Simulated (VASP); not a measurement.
# LiH3 in VASP: notebook, part 2 of 2

VASP 6.6.1. The steps go on from the part before.

## (3) Single point, PBE

Contents of INCAR:

```
SYSTEM = LiH3
PREC     = Accurate       ! precision mode
ENCUT    = 520            ! plane-wave cutoff, eV
EDIFF    = 1E-6           ! SCF threshold, eV
ISMEAR   = 0              ! smearing method
SIGMA    = 0.1            ! smearing width, eV
LREAL    = .False.        ! projectors in reciprocal space
LASPH    = .True.         ! aspherical terms in the spheres
NELM     = 100            ! most SCF steps
ALGO     = Normal         ! electronic algorithm
ISIF     = 2              ! what is computed and relaxed
LWAVE    = .False.        ! write WAVECAR
LCHARG   = .False.        ! write CHGCAR
GGA      = PE             ! functional
NBANDS   = 11             ! bands
```

Contents of KPOINTS:

```
regular mesh
0
Gamma
  22 22 22
  0 0 0
```

Contents of POSCAR:

```
LiH3
1.0
   -1.5372206583      1.5372206583      2.1736791299
    1.5372206583     -1.5372206583      2.1736791299
    1.5372206583      1.5372206583     -2.1736791299
Li H
1 3
Direct
    0.0000000000      0.0000000000      0.0000000000
    0.5000000000      0.5000000000      0.0000000000
    0.2500000000      0.7500000000      0.5000000000
    0.7500000000      0.2500000000      0.5000000000
```

Potentials or basis: VASP PAW PBE potentials, release 64 (Li_sv, H).

The run is started by

```bash
$ cat potpaw_PBE.64/Li_sv/POTCAR potpaw_PBE.64/H/POTCAR > POTCAR
$ mpirun -np 1 vasp_std > vasp.out
```

OUTCAR:

```text
SYSTEM = LiH3
   PREC = Accurate
   ENCUT = 520
   EDIFF = 1E-6
   ISMEAR = 0
   LREAL = .False.
   LASPH = .True.
   NELM = 100
   ISIF = 2
   GGA = PE

 ion  position               nearest neighbor table
   1  0.000  0.000  0.000-
   2  0.500  0.500  0.000-
   3  0.250  0.750  0.500-
   4  0.750  0.250  0.500-

  LATTYP: Found a body centered tetragonal cell.
 ALAT       =     3.0744413166
 C/A-ratio  =     1.4140319532

  Lattice vectors:

 A1 = (  -1.5372206583,   1.5372206583,   2.1736791299)
 A2 = (   1.5372206583,  -1.5372206583,   2.1736791299)
 A3 = (   1.5372206583,   1.5372206583,  -2.1736791299)

Analysis of symmetry for initial positions (statically):
=====================================================================
 Subroutine PRICEL returns:
 Original cell was already a primitive cell.

 Routine SETGRP: Setting up the symmetry group for a
 body centered tetragonal supercell.

 Subroutine GETGRP returns: Found 16 space group operations
[... 180 lines left out ...]
      3       5.4170      0.00000
      4       8.0766      0.00000
      5      14.9642      0.00000
      6      14.9650      0.00000
      7      14.9650      0.00000
      8      16.6242      0.00000
      9      16.6244      0.00000
     10      16.6244      0.00000
     11      22.7691      0.00000
[... 309 lines left out ...]
 k-point    24 :      -0.4545    0.0455   -0.0000
  band No.  band energies     occupation
      1     -43.2788      2.00000
      2      -5.3554      2.00000
      3      -1.4754      2.00000
      4       5.0094      0.00000
      5      12.3489      0.00000
      6      12.8694      0.00000
      7      15.0399      0.00000
      8      15.2718      0.00000
      9      15.6854      0.00000
     10      20.8943      0.00000
     11      26.7306      0.00000

 [... further k-points ...]

------------------------ aborting loop because EDIFF is reached ----------------------------------------

  FORCE on cell =-STRESS in cart. coord.  units (eV):
  Direction    XX          YY          ZZ          XY          YZ          ZX
  --------------------------------------------------------------------------------------
  -------------------------------------------------------------------------------------
  Total       -0.0365877     -0.0365877     -0.0360462      0.0000000     -0.0000000      0.0000000
  in kB       -2.8531036     -2.8531036     -2.8108799      0.0000000     -0.0000000      0.0000000
  external PRESSURE =      -2.8390291 kB  Pullay stress =       0.0000000 kB

 VOLUME and BASIS-vectors are now :
 -----------------------------------------------------------------------------
  energy-cutoff  :      520.00
  volume of cell :       20.55
      direct lattice vectors                 reciprocal lattice vectors
    -1.537220658  1.537220658  2.173679130     0.000000000  0.325262348  0.230024751
     1.537220658 -1.537220658  2.173679130     0.325262348  0.000000000  0.230024751
     1.537220658  1.537220658 -2.173679130     0.325262348  0.325262348  0.000000000

 POSITION                                       TOTAL-FORCE (eV/Angst)
 -----------------------------------------------------------------------------------
      0.00000      0.00000      0.00000        -0.000000      0.000000      0.000000
      0.00000      0.00000      2.17368        -0.000000      0.000000      0.000000
      1.53722     -0.00000      1.08684        -0.000000     -0.000000     -0.000000
     -0.00000      1.53722      1.08684         0.000000      0.000000     -0.000000
 -----------------------------------------------------------------------------------
    total drift:                                0.000000      0.000000      0.000000

  FREE ENERGIE OF THE ION-ELECTRON SYSTEM (eV)
  ---------------------------------------------------
  free  energy   TOTEN  =        -9.8431287034 eV

  energy  without entropy=       -9.8390690064  energy(sigma->0) =       -9.84109885
```

OSZICAR:

```text
N       E                     dE             d eps       ncg     rms          rms(c)
DAV:   1     0.417517818019E+00    0.41752E+00   -0.23015E+03 18452   0.502E+02
DAV:   2    -0.968127704416E+01   -0.10099E+02   -0.97819E+01 24086   0.825E+01
DAV:   3    -0.994474542402E+01   -0.26347E+00   -0.26246E+00 23811   0.106E+01
DAV:   4    -0.994712909087E+01   -0.23837E-02   -0.23832E-02 21912   0.895E-01
DAV:   5    -0.994714880869E+01   -0.19718E-04   -0.19718E-04 22565   0.713E-02    0.201E+00
DAV:   6    -0.986368371056E+01    0.83465E-01   -0.96733E-02 22130   0.936E-01    0.918E-01
DAV:   7    -0.984415786513E+01    0.19526E-01   -0.49172E-02 27070   0.916E-01    0.220E-01
DAV:   8    -0.984313474651E+01    0.10231E-02   -0.38101E-03 25358   0.324E-01    0.472E-02
DAV:   9    -0.984313611880E+01   -0.13723E-05   -0.45052E-04 23888   0.993E-02    0.305E-02
DAV:  10    -0.984312862087E+01    0.74979E-05   -0.52490E-05 21163   0.326E-02    0.121E-03
DAV:  11    -0.984312870343E+01   -0.82559E-07   -0.11146E-06 17741   0.818E-03
   1 F= -.98431287E+01 E0= -.98410989E+01  d E =-.405970E-02
```

stdout:

```text
POSCAR found type information on POSCAR LiH
 POSCAR found :  2 types and       4 ions
 scaLAPACK will be used
 LDA part: xc-table for (Slater+PW92), standard interpolation
 POSCAR, INCAR and KPOINTS ok, starting setup
 FFT: planning ... GRIDC
 FFT: planning ... GRID_SOFT
 FFT: planning ... GRID
 WAVECAR not read
 entering main loop
```

It took 80 s on 1 thread of Intel Xeon Platinum 8259CL at 2.50GHz (Skylake/Cascade Lake), shared host; peak memory 0.26 GiB.

What came out:

| Property | Result |
| --- | --- |
| Free energy | -9.8431 eV |
| Band gap on the k mesh | zero (bands 3 and 4 overlap by 6.66 eV) |

Levels at points of the mesh, in eV from the Fermi level:
| k point | band 1 | band 2 | band 3 | band 4 | band 5 | band 6 | band 7 | band 8 |
| --- | --- | --- | --- | --- | --- | --- | --- | --- |
| (0.00, 0.00, 0.00) | -44.64 | -9.80 | 4.08 | 6.74 | 13.63 | 13.63 | 13.63 | 15.29 |
| (0.50, 0.00, 0.00) | -44.61 | -6.41 | -3.27 | 3.75 | 11.69 | 11.69 | 13.42 | 13.42 |
| (0.50, 0.50, 0.00) | -44.61 | -4.64 | -2.62 | 0.41 | 6.60 | 6.60 | 11.28 | 20.42 |
| (0.50, 0.50, 0.50) | -44.61 | -4.64 | -2.61 | 0.41 | 6.60 | 6.60 | 11.28 | 20.42 |

Caveat: the cutoff is under 1.25 times the usual one of these potentials, so pressure, stress and relaxed cells hold a basis-set (Pulay) error.
